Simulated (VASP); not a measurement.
Wanted: the native input for a VASP 6.6.1 run.

```
Task                   : single point
Functional             : PBE
Potentials or basis    : VASP PAW PBE potentials, release 64 (Sn_d, O)
Cutoff                 : 520 eV
k mesh                 : 18 × 18 × 18
Occupations            : gaussian, width 0.15 eV
Spin                   : no spin polarisation
Dipole correction      : no
Further INCAR settings : ALGO = Normal; EDIFF = 1e-06; NBANDS = 20
```

The structure of SnO2 lies in POSCAR:

```
SnO2
1.0
   -0.2714809090      2.4433281813      2.4433281813
    2.4433281813     -0.2714809090      2.4433281813
    2.4433281813      2.4433281813     -0.2714809090
Sn O
1 2
Direct
    0.0000000000      0.0000000000      0.0000000000
    0.2500000000      0.2500000000      0.2500000000
    0.7500000000      0.7500000000      0.7500000000
```

This cell differs from its parent crystal: ratio of the length along [111] to the lengths across it x 0.85, volume and fractional coordinates fixed.

One way to write it, as run:

INCAR

```
ALGO = Normal
EDIFF = 1E-6
ENCUT = 520
GGA = PE
ISIF = 2
ISMEAR = 0
LASPH = T
LCHARG = F
LREAL = F
LWAVE = F
NBANDS = 20
NELM = 100
PREC = Accurate
SIGMA = 0.15
```

KPOINTS

```
k-points
0
Gamma
  18 18 18
```

Potentials or basis: VASP PAW PBE potentials, release 64 (Sn_d, O).

Command:

```sh
$ cat potpaw_PBE.64/Sn_d/POTCAR potpaw_PBE.64/O/POTCAR > POTCAR
$ mpirun -np 1 vasp_std > vasp.out
```

It gave:

- Pressure: 6.8 GPa
- Largest force: 1.126 eV/Å
- Band gap on the k mesh: 0.45 eV (least direct gap 1.26 eV)

Caveat: the cell stands under pressure; semilocal functionals underestimate gaps, and a narrow one can read as zero; spin-orbit coupling is left out, which moves the levels of the heavy elements; forces of over 1 eV/Å act on the atoms, so gaps and moduli don't describe the material at rest.

It took 5.2 min on 1 thread of Oxide Virtual Turin-like Processor, on a shared host, peak memory 0.41 GiB.
